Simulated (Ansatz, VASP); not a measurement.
# One calculation of F, two programs

The input INCAR:

```
SYSTEM = F
PREC     = Accurate       ! precision mode
ENCUT    = 520            ! plane-wave cutoff, eV
EDIFF    = 1E-6           ! SCF threshold, eV
ISMEAR   = -1             ! smearing method
SIGMA    = 0.05           ! smearing width, eV
LREAL    = .FALSE.        ! projectors in reciprocal space
LASPH    = .TRUE.         ! aspherical terms in the spheres
NELM     = 80             ! most SCF steps
ALGO     = Normal         ! electronic algorithm
ISIF     = 2              ! what is computed and relaxed
LWAVE    = .FALSE.        ! write WAVECAR
LCHARG   = .FALSE.        ! write CHGCAR
GGA      = PE             ! functional
NBANDS   = 14             ! bands
```

The input KPOINTS:

```
Automatic mesh
0
G
  17 17 17
  0 0 0
```

File POSCAR:

```
F
1.0
   -1.9149220036      1.9149220036      1.3082470269
    1.9149220036     -1.9149220036      1.3082470269
    1.9149220036      1.9149220036     -1.3082470269
F
2
Direct
   -0.3750000000     -0.1250000000     -0.2500000000
    0.3750000000      0.1250000000      0.2500000000
```

Input for Ansatz:

```yaml
crystal:
  lattice:
    - [-1.9149220036, 1.9149220036, 1.3082470269]
    - [1.9149220036, -1.9149220036, 1.3082470269]
    - [1.9149220036, 1.9149220036, -1.3082470269]
  atoms:
    - { symbol: F, position: [-0.375, -0.125, -0.25] }
    - { symbol: F, position: [0.375, 0.125, 0.25] }
kpoints:
  mp_grid: { grid: [17, 17, 17] }
scf:
  occupations: { method: fermi_dirac, width: 0.05 }
hamiltonian:
  xc: pbe
  pseudopotentials: { kind: paw }
output:
  forces: true
  stress: true
  eigenvalues: true
  populations: true
```

Change from the starting cell: volume scaled by 0.85, PAW files.

Alike in both runs: task single point; functional PBE; k mesh 17 × 17 × 17; occupations fermi-dirac, width 0.05 eV; no spin polarisation.

|  | VASP | Ansatz |
| --- | --- | --- |
| version | VASP 6.6.1 | Ansatz 0.2.0 |
| potentials or method | VASP PAW PBE potentials, release 64 (F) | PAW with Ansatz's default frozen-core files, scalar-relativistic |
| plane-wave cutoff (eV) | 520 | 420 |
| valence electrons in the cell | 14 | 14 |

Ansatz gave:

| Quantity | Value |
| --- | --- |
| pressure (GPa) | 9.9 |
| traceless stress, the component that is largest in VASP (GPa) | -0.02 |

Q: Which values does VASP return?

A: Pressure (GPa): 9.1; traceless stress, the component that is largest in VASP (GPa): -0.12.

The functional is the same, so the differences come from potentials, cutoffs and numerics.
